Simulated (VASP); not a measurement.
# Si (P1) in VASP: further runs

Runs on Si. Level: LDA. Tasks: single point.

Everything below comes from runs of VASP 6.6.1. Logs are shortened: lines on timing, memory, paths and dates and some standing lists are left out, and cuts for length are marked.

### Step 1. The cell of the first run

The typed cell holds 16 atoms: a = 5.688 Å, b = 5.688 Å, c = 10.788 Å, α = 90.00°, β = 90.00°, γ = 109.47°.

### Step 2. Single point, LDA (the distance across one plane changed)

Input file INCAR:

```
PREC     = Accurate       # precision mode
ENCUT    = 500            # plane-wave cutoff, eV
EDIFF    = 1E-6           # SCF threshold, eV
ISMEAR   = 0              # smearing method
SIGMA    = 0.15           # smearing width, eV
LREAL    = False          # projectors in reciprocal space
LASPH    = True           # aspherical terms in the spheres
NELM     = 120            # most SCF steps
ALGO     = Normal         # electronic algorithm
ISIF     = 2              # what is computed and relaxed
LWAVE    = False          # write WAVECAR
LCHARG   = True           # write CHGCAR
GGA      = CA             # functional
LELF     = True           # ELF
LVHAR    = True         
NBANDS   = 46             # bands
GGA_COMPAT= False
```

Input file KPOINTS:

```
regular mesh
0
Gamma
  7 7 4
```

Input file POSCAR:

```
Si
1.0
   -3.2836945321      3.2836945321     -3.2836945321
   -3.2836945321     -3.2836945321      3.2836945321
    0.0000000000      7.6280492360      7.6280492360
Si
16
Direct
    0.8977581535      0.8977581535      0.6897451811
    0.3977581535      0.3977581535      0.2592688652
    0.2500000000      0.9544836931      0.8169579522
    0.7500000000      0.4544836931      0.3864816364
    0.6477581535      0.1477581535      0.7289325654
    0.1477581535      0.6477581535      0.2984562495
    0.7044836931      0.5000000000      0.6017197943
    0.2044836931      0.0000000000      0.1712434784
    0.6022418465      0.6022418465      0.0832180916
    0.1022418465      0.1022418465      0.5136944075
    0.2500000000      0.5455163069      0.8169579522
    0.7500000000      0.0455163069      0.3864816364
    0.8522418465      0.3522418465      0.0440307073
    0.3522418465      0.8522418465      0.4745070232
    0.2955163069      0.5000000000      0.6017197943
    0.7955163069      0.0000000000      0.1712434784
```

Potentials or basis: VASP PAW LDA potentials, release 64 (Si).

Launch:

```bash
$ cat potpaw_LDA.64/Si/POTCAR > POTCAR
$ mpirun -np 1 vasp_std > vasp.out
```

OUTCAR:

```text
PREC = Accurate
   ENCUT = 500
   EDIFF = 1E-6
   ISMEAR = 0
   LREAL = False
   LASPH = True
   NELM = 120
   ISIF = 2
   GGA = CA

 ion  position               nearest neighbor table
   1  0.898  0.898  0.690-  10 2.33   7 2.36   3 2.36   5 2.36
   2  0.398  0.398  0.259-   9 2.33   8 2.36   6 2.36   4 2.36
   3  0.250  0.954  0.817-  11 2.33   5 2.36   1 2.36
   4  0.750  0.454  0.386-  12 2.33   7 2.36   6 2.36   2 2.36
   5  0.648  0.148  0.729-   3 2.36   7 2.36   1 2.36
   6  0.148  0.648  0.298-  14 2.33   8 2.36   2 2.36   4 2.36
   7  0.704  0.500  0.602-  15 2.33   4 2.36   1 2.36   5 2.36
   8  0.204  0.000  0.171-  16 2.33   2 2.36   6 2.36
   9  0.602  0.602  0.083-   2 2.33  16 2.36  13 2.36
  10  0.102  0.102  0.514-   1 2.33  15 2.36  12 2.36  14 2.36
  11  0.250  0.546  0.817-   3 2.33  15 2.36
  12  0.750  0.046  0.386-   4 2.33  14 2.36  10 2.36  16 2.36
  13  0.852  0.352  0.044-  16 2.36   9 2.36
  14  0.352  0.852  0.475-   6 2.33  12 2.36  15 2.36  10 2.36
  15  0.296  0.500  0.602-   7 2.33  11 2.36  10 2.36  14 2.36
  16  0.796  0.000  0.171-   8 2.33   9 2.36  13 2.36  12 2.36

  LATTYP: Found a base centered orthorhombic cell.
 ALAT       =     6.5673890642
 B/A-ratio  =     1.4142135624
 C/A-ratio  =     1.6426148319

  Lattice vectors:

 A1 = (  -3.2836945321,   3.2836945321,  -3.2836945321)
 A2 = (  -3.2836945321,  -3.2836945321,   3.2836945321)
 A3 = (   0.0000000000,   7.6280492360,   7.6280492360)

Analysis of symmetry for initial positions (statically):
=====================================================================
 Subroutine PRICEL returns:
 Original cell was already a primitive cell.

 Routine SETGRP: Setting up the symmetry group for a
 base centered orthorhombic supercell.

 Subroutine GETGRP returns: Found  1 space group operations
 (whereof  1 operations were pure point group operations)
 out of a pool of  8 trial point group operations.

The static configuration has the point symmetry C_1 .

Analysis of symmetry for dynamics (positions and initial velocities):
=====================================================================
 Subroutine PRICEL returns:
 Original cell was already a primitive cell.

 Routine SETGRP: Setting up the symmetry group for a
 base centered orthorhombic supercell.

 Subroutine GETGRP returns: Found  1 space group operations
 (whereof  1 operations were pure point group operations)
 out of a pool of  8 trial point group operations.

The dynamic configuration has the point symmetry C_1 .

 Subroutine INISYM returns: Found  1 space group operations
 (whereof  1 operations are pure point group operations),
 and found     1 'primitive' translations

----------------------------------------------------------------------------------------

                                     Primitive cell

  volume of cell :     329.0023

  direct lattice vectors                    reciprocal lattice vectors
    -3.283694532  3.283694532 -3.283694532    -0.152267513  0.076133757 -0.076133757
    -3.283694532 -3.283694532  3.283694532    -0.152267513 -0.076133757  0.076133757
     0.000000000  7.628049236  7.628049236     0.000000000  0.065547558  0.065547558

  length of vectors
     5.687525766  5.687525766 10.787690684     0.186488856  0.186488856  0.092698246

  position of ions in fractional coordinates (direct lattice)
     0.897758153  0.897758153  0.689745181
     0.397758153  0.397758153  0.259268865
     0.250000000  0.954483693  0.816957952
     0.750000000  0.454483693  0.386481636
     0.647758153  0.147758153  0.728932565
     0.147758153  0.647758153  0.298456249
[... 8 lines left out ...]
     0.295516307  0.500000000  0.601719794
     0.795516307  0.000000000  0.171243478

  ion indices of the primitive-cell ions
   primitive index   ion index
                 1           1
                 2           2
                 3           3
                 4           4
                 5           5
                 6           6
[... 8 lines left out ...]
                15          15
                16          16

----------------------------------------------------------------------------------------

 KPOINTS: regular mesh

Automatic generation of k-mesh.
 Grid dimensions read from file:
 generate k-points for:    7    7    4

 Generating k-lattice:

  Cartesian coordinates                     Fractional coordinates (reciprocal lattice)
    -0.021752502  0.010876251 -0.010876251     0.142857143  0.000000000  0.000000000
    -0.021752502 -0.010876251  0.010876251     0.000000000  0.142857143  0.000000000
     0.000000000  0.016386890  0.016386890     0.000000000  0.000000000  0.250000000

  Length of vectors
     0.026641265  0.026641265  0.023174561

  Shift w.r.t. Gamma in fractional coordinates (k-lattice)
     0.000000000  0.000000000  0.000000000

 Subroutine IBZKPT returns following result:
 ===========================================

 Found     99 irreducible k-points:

 Following reciprocal coordinates:
            Coordinates               Weight
  0.000000  0.000000  0.000000      1.000000
  0.142857  0.000000  0.000000      2.000000
  0.000000  0.142857  0.000000      2.000000
  0.285714  0.000000  0.000000      2.000000
  0.000000  0.285714  0.000000      2.000000
  0.428571  0.000000  0.000000      2.000000
[... 16 lines left out ...]
 -0.285714  0.285714  0.000000      2.000000
  0.428571  0.428571  0.000000      2.000000
 [... further k-points ...]
   k-points           NKPTS =     99   k-points in BZ     NKDIM =     99   number of bands    NBANDS=     46
   number of dos      NEDOS =    301   number of ions     NIONS =     16
   total plane-waves  NPLWV = 141120
   dimension x,y,z NGX =    42 NGY =   42 NGZ =   80
   dimension x,y,z NGXF=    84 NGYF=   84 NGZF=  160
   ions per type =              16
   NGX,Y,Z   is equivalent  to a cutoff of  12.28, 12.28, 12.33 a.u.
   NGXF,Y,Z  is equivalent  to a cutoff of  24.55, 24.55, 24.66 a.u.
 SYSTEM =  unknown system
   PREC   = accura    normal or accurate (medium, high low for compatibility)
   ISTART =      0    job   : 0-new  1-cont  2-samecut
   ICHARG =      2    charge: 1-file 2-atom 10-const
   ISPIN  =      1    spin polarized calculation?
   LNONCOLLINEAR =      F non collinear calculations
   LSORBIT =      F    spin-orbit coupling
   LASPH  =      T    aspherical Exc in radial PAW
   ENCUT  =  500.0 eV  36.75 Ry    6.06 a.u.  10.37 10.37 19.67*2*pi/ulx,y,z
   NELM   =    120;   NELMIN=  2; NELMDL= -5     # of ELM steps
   EDIFF  = 0.1E-05   stopping-criterion for ELM
   LREAL  =      F    real-space projection
   EDIFFG = 0.1E-04   stopping-criterion for IOM
   NSW    =      0    number of steps for IOM
   IBRION =     -1    ionic relax: 0-MD 1-quasi-New 2-CG
   NFREE  =      0    steps in history (QN), initial steepest desc. (CG)
   ISIF   =      2    stress and relaxation
   ISYM   =      2    0-nonsym 1-usesym 2-fastsym
   POTIM  = 0.5000    time-step for ionic-motion
   TEBEG  =    0.0;   TEEND  =   0.0 temperature during run
   PSTRESS=    0.0 pullay stress
   NELECT =      64.0000    total number of electrons
   NUPDOWN=      -1.0000    fix difference up-down
   EMIN   =  10.00;   EMAX   =-10.00  energy-range for DOS
   EFERMI =   0.00;   METHOD = LEGACY
   ISMEAR =     0;   SIGMA  =   0.15  broadening in eV -4-tet -1-fermi 0-gaus
   EFERMI_NEDOS =   21; number of points for ismear=-14 and -15
   IALGO  =     38    algorithm
   IMIX   =      4    mixing-type and parameters
     AMIX     =   0.40;   BMIX     =  1.00
     AMIX_MAG =   1.60;   BMIX_MAG =  1.00
  volume/ion in A,a.u.               =      20.56       138.76
  Fermi-wavevector in a.u.,A,eV,Ry     =   0.948568  1.792534 12.242269  0.899781
  Thomas-Fermi vector in A             =   2.076769
   LORBIT       =      0    0 simple, 1 ext, 2 COOP (PROOUT), +10 PAW based schemes
   GGA     = CA    functional components
   LHFCALC =     F    Hartree Fock is set to
   AEXX    =    0.0000 exact exchange contribution
   IVDW    =     0    specifies the selected vdW correction
   LEPSILON=     F    determine dielectric tensor
   LRPA    =     F    only Hartree local field effects (RPA)
 non-spin polarized calculation
 Gauss-broadening in eV      SIGMA  =   0.15
  energy-cutoff  :      500.00
  volume of cell :      329.00
 maximum number of plane-waves:      8385
 NGX is ok and might be reduce to    42
   NGX = 21   NGY = 21   NGZ = 39

 number of electron      64.0000000 magnetization

 Free energy of the ion-electron system (eV)
  ---------------------------------------------------
  ext. energy  EPLUGINS =         0.00000000
  ---------------------------------------------------
  free energy    TOTEN  =       -87.76369456 eV

  energy without entropy =      -87.69301541  energy(sigma->0) =      -87.72835498

 E-fermi :   5.4820     XC(G=0):  -9.5670

 val. band max:        5.4786684434   @ k =   0.1429  -0.0000   0.2500
 cond. band min:       5.4837636211   @ k =  -0.4286   0.0000   0.2500
 fundamental gap:      0.0050951777
 Fermi energy:         5.4819814082

 k-point     1 :       0.0000    0.0000    0.0000
  band No.  band energies     occupation
      1      -6.8180      2.00000
      2      -5.7720      2.00000
      3      -4.5650      2.00000
      4      -3.0870      2.00000
      5      -3.0439      2.00000
      6      -2.7884      2.00000
[... 36 lines left out ...]
     43       8.9485      0.00000
     44       9.0731      0.00000

 k-point     2 :       0.1429    0.0000    0.0000
  band No.  band energies     occupation
      1      -6.7230      2.00000
      2      -5.6831      2.00000
      3      -4.4904      2.00000
      4      -3.6723      2.00000
      5      -3.1072      2.00000
      6      -2.8906      2.00000
[... 1026 lines left out ...]
 k-point    24 :       0.4286    0.4286    0.0000
  band No.  band energies     occupation
      1      -5.2737      2.00000
      2      -5.2430      2.00000
      3      -4.7167      2.00000
      4      -4.5738      2.00000
      5      -4.0525      2.00000
      6      -3.7554      2.00000
[... 36 lines left out ...]
     43       8.4163      0.00000
     44       8.4692      0.00000

 [... further k-points ...]

 [bands above 44 left out]

------------------------ aborting loop because EDIFF is reached ----------------------------------------

  FORCE on cell =-STRESS in cart. coord.  units (eV):
  Direction    XX          YY          ZZ          XY          YZ          ZX
  --------------------------------------------------------------------------------------
  -------------------------------------------------------------------------------------
  Total       -4.7816250     -6.0788603     -7.6896488      0.0813488     -2.1016899      0.2189829
  in kB      -23.2855829    -29.6028664    -37.4470928      0.3961529    -10.2348208      1.0664040
  external PRESSURE =     -30.1118474 kB  Pullay stress =       0.0000000 kB

 VOLUME and BASIS-vectors are now :
 -----------------------------------------------------------------------------
  energy-cutoff  :      500.00
  volume of cell :      329.00
      direct lattice vectors                 reciprocal lattice vectors
    -3.283694532  3.283694532 -3.283694532    -0.152267513  0.076133757 -0.076133757
    -3.283694532 -3.283694532  3.283694532    -0.152267513 -0.076133757  0.076133757
     0.000000000  7.628049236  7.628049236     0.000000000  0.065547558  0.065547558

 POSITION                                       TOTAL-FORCE (eV/Angst)
 -----------------------------------------------------------------------------------
     -5.89593      5.26141      5.26141        -0.141055     -0.001980      0.194463
     -2.61223      1.97772      1.97772         0.159531     -0.061644     -0.035676
     -3.95516      3.91849      8.54510        -0.462744      0.175565      0.374613
     -3.95516      3.91849      1.97772        -0.216107     -0.130354     -0.078523
     -2.61223      7.20218      3.91849         0.128378      0.212738      0.069950
     -2.61223      0.63479      3.91849         0.231377     -0.370183     -0.140826
[... 8 lines left out ...]
     -2.61223      3.91849      5.26141         0.152813     -0.262447      0.016652
     -2.61223      3.91849     -1.30598         0.182407     -0.550327     -0.416154
 -----------------------------------------------------------------------------------
    total drift:                                0.000060     -0.000143     -0.000057

  FREE ENERGIE OF THE ION-ELECTRON SYSTEM (eV)
  ---------------------------------------------------
  free  energy   TOTEN  =       -87.7636945607 eV

  energy  without entropy=      -87.6930154088  energy(sigma->0) =      -87.72835498
```

Wall time 15 min (1 thread of Oxide Virtual Turin-like, shared host); peak memory 0.87 GiB.

Results:

| Item | Value |
| --- | --- |
| Free energy | -87.7637 eV |
| Pressure | -3.0 GPa |
| Largest force | 1.551 eV/Å |
| Band gap on the k mesh | zero (bands 32 and 33 overlap by 0.55 eV) |

Forces in eV/Å, atoms in the order of the input:
```
Si  -0.141 -0.002  0.194
Si   0.160 -0.062 -0.036
Si  -0.463  0.176  0.375
Si  -0.216 -0.130 -0.079
Si   0.128  0.213  0.070
Si   0.231 -0.370 -0.141
Si  -0.060  0.456  0.343
Si  -0.119 -0.002 -0.503
Si   0.188 -0.393 -0.481
Si  -0.064 -0.014 -0.117
Si   0.640  1.165  0.799
Si   0.111  0.096  0.027
Si  -0.502 -0.511 -0.305
Si  -0.230  0.191  0.252
Si   0.153 -0.262  0.017
Si   0.182 -0.550 -0.416
```

Levels at points of the mesh, in eV from the Fermi level:
```csv
k point,band 30,band 31,band 32,band 33,band 34,band 35
"(0.00, 0.00, 0.00)",-0.58,-0.51,-0.38,-0.05,0.07,0.27
"(0.00, 0.00, 0.50)",-1.00,-0.70,-0.30,0.18,0.61,0.95
```

Caveat: the cell differs from its parent crystal (the distance across one plane changed); the cell stands under tension; semilocal functionals underestimate gaps, and a narrow one can read as zero; forces of over 1 eV/Å act on the atoms, so gaps and moduli don't describe the material at rest.

### Step 3. Single point, LDA (the distance across one plane changed)

Input file INCAR:

```
SYSTEM = Si
  PREC = Accurate
  ENCUT = 500
  EDIFF = 1E-6
  ISMEAR = 0
  SIGMA = 0.15
  LREAL = .False.
  LASPH = .True.
  NELM = 120
  ALGO = Normal
  ISIF = 2
  LWAVE = .False.
  LCHARG = .True.
  LELF = .True.
  LVHAR = .True.
  NBANDS = 46
  GGA_COMPAT = .False.
```

Input file KPOINTS:

```
regular mesh
0
Gamma
  7 7 4
  0 0 0
```

Input file POSCAR:

```
Si
1.0
   -3.2836945321      3.2836945321     -3.2836945321
   -3.2836945321     -3.2836945321      3.2836945321
    0.0000000000      6.3552570298      6.3552570298
Si
16
Direct
    0.8977581535      0.8977581535      0.8278831488
    0.3977581535      0.3977581535      0.3111936559
    0.2500000000      0.9544836931      0.9805733197
    0.7500000000      0.4544836931      0.4638838267
    0.6477581535      0.1477581535      0.8749187440
    0.1477581535      0.6477581535      0.3582292511
    0.7044836931      0.5000000000      0.7222285732
    0.2044836931      0.0000000000      0.2055390803
    0.6022418465      0.6022418465      0.0998845046
    0.1022418465      0.1022418465      0.6165739976
    0.2500000000      0.5455163069      0.9805733197
    0.7500000000      0.0455163069      0.4638838267
    0.8522418465      0.3522418465      0.0528489095
    0.3522418465      0.8522418465      0.5695384024
    0.2955163069      0.5000000000      0.7222285732
    0.7955163069      0.0000000000      0.2055390803
```

Potentials or basis: VASP PAW LDA potentials, release 64 (Si).

Launch:

```bash
$ cat potpaw_LDA.64/Si/POTCAR > POTCAR
$ mpirun -np 1 vasp_std > vasp.out
```

It took 28 min on 1 thread of Oxide Virtual Turin-like, shared host; peak memory 0.74 GiB.

Results (log left out):

```yaml
Free_energy: -92.2297 eV
Pressure: 5.1 GPa
Largest_force: 4.065 eV/Å
Band_gap_on_the_k_mesh: zero (bands 32 and 33 overlap by 0.12 eV)
```

Forces on the atoms (eV/Å):
```
Si   0.086 -0.010 -0.173
Si  -0.031  0.182  0.161
Si  -0.097 -2.265 -3.293
Si   0.006  0.021  0.050
Si   1.912 -1.890 -1.970
Si  -0.024  0.072  0.165
Si   0.031 -0.190 -0.248
Si  -0.035  2.295  3.354
Si  -1.017  1.267  0.083
Si  -0.024 -0.070 -0.027
Si   0.223 -1.506 -0.768
Si   0.025  0.025  0.010
Si  -1.117  1.962  2.377
Si   0.035 -0.001 -0.074
Si  -0.050 -0.098 -0.003
Si   0.076  0.204  0.354
```

Stress tensor (GPa, compression positive):
```
 3.02 -2.07 -0.89
-2.07  5.64  4.80
-0.89  4.80  6.58
```

Levels at points of the mesh, in eV from the Fermi level:
```
           k point  band 29  band 30  band 31  band 32  band 33  band 34  band 35  band 36
(0.00, 0.00, 0.00)    -1.34    -1.29    -1.18    -0.74     0.48     0.60     1.41     1.81
(0.00, 0.00, 0.50)    -2.20    -2.08    -1.41    -0.97     1.58     1.74     1.79     1.92
```

Caveat: the cell differs from its parent crystal (the distance across one plane changed); the cell stands under pressure; semilocal functionals underestimate gaps, and a narrow one can read as zero; forces of over 1 eV/Å act on the atoms, so gaps and moduli don't describe the material at rest.
